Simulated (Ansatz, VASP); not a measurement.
GaN in VASP and in Ansatz

Contents of POSCAR:

```
GaN
1.0
    0.0000000000      2.2976981147      2.2976981147
    2.2976981147      0.0000000000      2.2976981147
    2.2976981147      2.2976981147      0.0000000000
Ga N
1 1
Direct
    0.0000000000      0.0000000000      0.0000000000
    0.2500000000      0.2500000000      0.2500000000
```

INCAR.step1

```
ALGO = Normal
EDIFF = 1E-5
ENCUT = 520
GGA = PE
ISIF = 2
ISMEAR = -1
LASPH = True
LCHARG = False
LREAL = False
LWAVE = True
NBANDS = 16
NELM = 100
PREC = Accurate
SIGMA = 0.05
```

INCAR.step2

```
AEXX = 0.1
ALGO = Normal
EDIFF = 1E-6
ENCUT = 520
ISIF = 2
ISMEAR = -1
ISTART = 1
LASPH = True
LCHARG = False
LHFCALC = True
LMIXTAU = True
LREAL = False
LWAVE = False
METAGGA = R2SCAN
NBANDS = 16
NELM = 100
PREC = Accurate
PRECFOCK = Normal
SIGMA = 0.05
```

File KPOINTS:

```
k-points
0
Gamma
  5 5 5
```

input.yaml

```yaml
crystal:
  lattice:
    - [0.0, 2.2976981147, 2.2976981147]
    - [2.2976981147, 0.0, 2.2976981147]
    - [2.2976981147, 2.2976981147, 0.0]
  atoms:
    - { symbol: Ga, position: [0.0, 0.0, 0.0] }
    - { symbol: "N", position: [0.25, 0.25, 0.25] }
hamiltonian:
  xc: r2scanh
  pseudopotentials: { kind: paw }
kpoints:
  mp_grid: { grid: [5, 5, 5] }
scf:
  occupations: { method: fermi_dirac, width: 0.05 }
output:
  forces: true
  stress: true
  eigenvalues: true
```

Alike in both runs: task single point; functional r2SCANh; k mesh 5 × 5 × 5; occupations fermi-dirac, width 0.05 eV; no spin polarisation.

|  | VASP | Ansatz |
| --- | --- | --- |
| version | VASP 6.6.1 | Ansatz 0.2.0 |
| potentials or method | VASP PAW PBE potentials, release 64 (Ga_d, N) | Ansatz PAW |
| plane-wave cutoff (eV) | 520 | 500 |
| valence electrons in the cell | 18 | 18 |

Ansatz gave:

```
gap on the k mesh at the Fermi level (eV) : 2.43
least direct gap on the mesh (eV)         : 2.43
pressure (GPa)                            : -12.6
```

Question: Estimate VASP's values.

Answer: gap on the k mesh at the Fermi level (eV): 2.44; least direct gap on the mesh (eV): 2.44; pressure (GPa): -11.7.

VASP's potentials were made for PBE, not for r2SCANh. The functional is the same, so the differences come from potentials, cutoffs and numerics.

The k mesh is coarse, so the values compare programs but aren't converged. Noted on Ansatz's run: odd divisions of the mesh miss points on the zone boundary, where band edges often lie, so the gap on the mesh can be too wide.
